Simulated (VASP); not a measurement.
AlGa2P3:

```xyz
12
Lattice="3.8497 0.0264 -0.0434 -0.0527 -7.8442 0.0151 -1.8197 1.9639 -8.2946" Properties=species:S:1:pos:R:3 pbc="T T T"
Al    1.7722   -5.9808   -0.0560
Al    1.8446   -1.9243    0.2062
Ga    0.0798   -4.2761   -2.9035
Ga   -0.1009   -0.0786   -2.6684
Ga    2.0920   -6.2208   -5.5096
Ga    1.9264   -2.0817   -5.2957
P     0.0601   -5.7634   -1.4346
P     0.0857   -1.7272   -1.5957
P    -0.0745   -5.6379   -6.8306
P     0.1618   -1.8086   -7.0378
P     1.8652   -3.6522   -4.3393
P     2.0333    0.0899   -4.1526
```

| Property | Result |
| --- | --- |
| Program | VASP 6.6.1 |
| Task | relaxation of cell and atoms |
| Functional | PBE |
| Potentials or basis | VASP PAW PBE potentials, release 64 (Al, Ga_d, P) |
| Cutoff | 600 eV |
| k mesh | 4 × 2 × 4 |
| Occupations | gaussian, width 0.1 eV |
| Spin | no spin polarisation |

At the start: pressure 8.6 GPa; volume 20.91 Å³/atom.

Where does the relaxation end?

Over 24 steps the energy falls by 620.4 meV/atom and the volume is 20.90 Å³/atom (-0.1 %); space group P1 (No. 1, to 0.1 Å) before, I-4m2 (No. 119, to 0.1 Å).

Step by step:
| step | energy change (eV) | largest force (eV/Å) | pressure (GPa) | volume (Å³) |
| --- | --- | --- | --- | --- |
| 1 | 0.0000 | 13.1764 | 8.57 | 250.98 |
| 2 | -3.1852 | 3.5372 | -1.89 | 291.09 |
| 3 | -3.5547 | 3.3643 | -2.45 | 286.98 |
| 4 | -3.9222 | 3.1697 | -2.93 | 283.09 |
| 5 | -5.1144 | 2.2746 | -2.97 | 267.12 |
| 6 | -5.0541 | 2.3426 | -1.94 | 262.82 |
| 7 | -5.1299 | 2.2431 | -2.71 | 265.78 |
| 8 | -6.6762 | 1.4867 | -1.21 | 256.19 |
| 9 | -6.9127 | 1.2163 | 0.43 | 250.91 |
| 10 | -7.2763 | 0.6576 | 0.12 | 250.67 |
| 11 | -7.2931 | 0.7493 | 0.15 | 250.59 |
| 12 | -7.3928 | 0.3666 | -0.17 | 251.25 |
| 13 | -7.3949 | 0.3447 | -0.20 | 251.36 |
| 14 | -7.4153 | 0.1658 | 0.08 | 250.44 |
| 15 | -7.4179 | 0.1896 | 0.23 | 249.98 |
| 16 | -7.4278 | 0.1558 | -0.03 | 250.84 |
| 17 | -7.4295 | 0.1558 | -0.19 | 251.37 |
| 18 | -7.4379 | 0.0994 | -0.04 | 250.90 |
| 19 | -7.4402 | 0.1147 | 0.09 | 250.49 |
| 20 | -7.4441 | 0.0476 | -0.02 | 250.85 |
| 21 | -7.4442 | 0.0525 | -0.04 | 250.90 |
| 22 | -7.4448 | 0.0362 | 0.02 | 250.72 |
| 23 | -7.4448 | 0.0358 | 0.01 | 250.76 |
| 24 | -7.4451 | 0.0202 | 0.00 | 250.77 |

Final structure:
```
CELL_PARAMETERS angstrom
3.91281 0.00103 -0.00043
0.00137 -7.82428 0.00016
-1.95831 1.95444 -8.19106
ATOMIC_POSITIONS crystal
Al 0.49906 0.74895 0.99947
Al 0.50096 0.25036 0.00059
Ga 0.16749 0.58406 0.33350
Ga 0.16554 0.08277 0.33302
Ga 0.83453 0.91732 0.66780
Ga 0.83254 0.41649 0.66572
P 0.08171 0.79110 0.16502
P 0.08389 0.29188 0.16621
P 0.41803 0.95877 0.83523
P 0.41647 0.45782 0.83347
P 0.75085 0.62596 0.50013
P 0.74892 0.12452 0.49984
```
